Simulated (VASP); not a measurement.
CoSn3: single point with PBEsol

Crystal: CoSn3.

```
Sn Co
1.0
     0.00000    3.47931    3.47931
     3.47931    0.00000    3.47931
     3.47931    3.47931    0.00000
Sn Co
3 1
Direct
  0.25000 0.25000 0.25000
  0.75000 0.75000 0.75000
  0.50000 0.50000 0.50000
  0.00000 0.00000 0.00000
```

- Program: VASP 6.6.1
- Task: single point
- Functional: PBEsol
- Potentials or basis: VASP PAW PBE potentials, release 64 (Sn_d, Co)
- Cutoff: 520 eV
- k mesh: 10 × 10 × 10
- Occupations: gaussian, width 0.1 eV
- Spin: collinear spin, ferromagnetic start
- Starting moments: [0.0, 0.0, 0.0, -1.03] μB
- Dipole correction: no
- Further INCAR settings: ALGO = Normal; EDIFF = 1e-06; NBANDS = 38

```yaml
Pressure: -0.1 GPa
Net_moment: -0.76 μB per cell
Site_moments: Sn +0.03, +0.01 (each value once); Co -0.96 μB
Valence_electrons_inside_the_program's_atomic_spheres: Sn 12.26, 12.31 (each value once); Co 7.90
```

Levels at points of the mesh, in eV from the Fermi level:
Spin up:
| k point | band 22 | band 23 | band 24 | band 25 | band 26 | band 27 | band 28 | band 29 |
| --- | --- | --- | --- | --- | --- | --- | --- | --- |
| (0.00, 0.00, 0.00) | -1.03 | -1.03 | -1.03 | -0.56 | -0.56 | 1.18 | 1.18 | 1.18 |
| (0.50, 0.00, 0.00) | -1.08 | -1.08 | -0.56 | -0.56 | 0.50 | 0.50 | 0.53 | 3.56 |
| (0.50, 0.50, 0.00) | -0.58 | -0.58 | -0.43 | -0.13 | 0.25 | 4.24 | 4.24 | 4.33 |
Spin down:
| k point | band 24 | band 25 | band 26 | band 27 | band 28 | band 29 |
| --- | --- | --- | --- | --- | --- | --- |
| (0.00, 0.00, 0.00) | -1.01 | -1.01 | -1.01 | 0.53 | 0.53 | 0.53 |
| (0.50, 0.00, 0.00) | -1.02 | -1.02 | -0.23 | -0.23 | -0.15 | 3.60 |
| (0.50, 0.50, 0.00) | -1.21 | -0.94 | -0.69 | 4.19 | 4.19 | 4.36 |

It took 3 min on 1 thread of Intel(R) Xeon(R) 6975P-C (Granite Rapids) (shared host), peak memory 0.42 GiB.

Caveat: the PAW data sets were made with another functional, which shifts forces and pressure a little; spin-orbit coupling is left out, which moves the levels of the heavy elements.
